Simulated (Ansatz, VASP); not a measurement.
## Two plane-wave programs on SnO2

Contents of INCAR:

```
  PREC = Accurate
  ENCUT = 520
  EDIFF = 1E-7
  ISMEAR = 0
  SIGMA = 0.05
  LREAL = F
  LASPH = T
  NELM = 60
  ALGO = Normal
  ISIF = 2
  LWAVE = F
  LCHARG = F
  GGA = CA
  NBANDS = 35
```

KPOINTS

```
regular mesh
0
Gamma
  6 6 8
```

POSCAR

```
SnO2
1.0
    4.7222897775      0.0000000000      0.0000000000
    0.0000000000      4.7228698889      0.0000000000
    0.0000000000      0.0000000000      3.1904047622
Sn O
2 4
Direct
    0.5000000000      0.5000000000      0.5000000000
    0.0000000000      0.0000000000      0.0000000000
    0.3059833077      0.3450716815      0.0000000000
    0.8059833077      0.1549283185      0.5000000000
    0.1940166923      0.8450716815      0.5000000000
    0.6940166923      0.6549283185      0.0000000000
```

Input for Ansatz:

```yaml
crystal:
  lattice:
    - [4.7222897775, 0.0, 0.0]
    - [0.0, 4.7228698889, 0.0]
    - [0.0, 0.0, 3.1904047622]
  atoms:
    - { symbol: Sn, position: [0.5, 0.5, 0.5] }
    - { symbol: Sn, position: [0.0, 0.0, 0.0] }
    - { symbol: O, position: [0.3059833077, 0.3450716815, 0.0] }
    - { symbol: O, position: [0.8059833077, 0.1549283185, 0.5] }
    - { symbol: O, position: [0.1940166923, 0.8450716815, 0.5] }
    - { symbol: O, position: [0.6940166923, 0.6549283185, 0.0] }
basis:
  ecutwfc: 520.0
kpoints:
  mp_grid: { grid: [6, 6, 8] }
hamiltonian:
  xc: lda
scf:
  occupations: { method: gaussian, width: 0.05 }
output:
  forces: true
  stress: true
  eigenvalues: true
```

Alike in both runs: task single point; functional LDA; k mesh 6 × 6 × 8; occupations gaussian, width 0.05 eV; no spin polarisation.

|  | VASP | Ansatz |
| --- | --- | --- |
| version | VASP 6.6.1 | Ansatz 0.2.0 |
| potentials or method | VASP PAW LDA potentials, release 64 (Sn_d, O), cutoff 520 eV | scalar-relativistic, plane waves, PAW |
| valence electrons in the cell | 52 | 52 |

```csv
,VASP,Ansatz,Ansatz less VASP
gap on the k mesh at the Fermi level (eV),1.55,1.53,-0.028
least direct gap on the mesh (eV),1.55,1.53,-0.028
pressure (GPa),8.9,7.8,-1.12
"traceless stress, the component that is largest in VASP (GPa)",-6.03,-5.53,+0.499
rms of the force components (eV/Å),1.557,1.524,-0.0329
```

LDA's correlation is that of Perdew and Zunger in VASP and of Perdew and Wang (1992) in Ansatz. Atom by atom the forces differ by 0.033 eV/Å (rms over components).
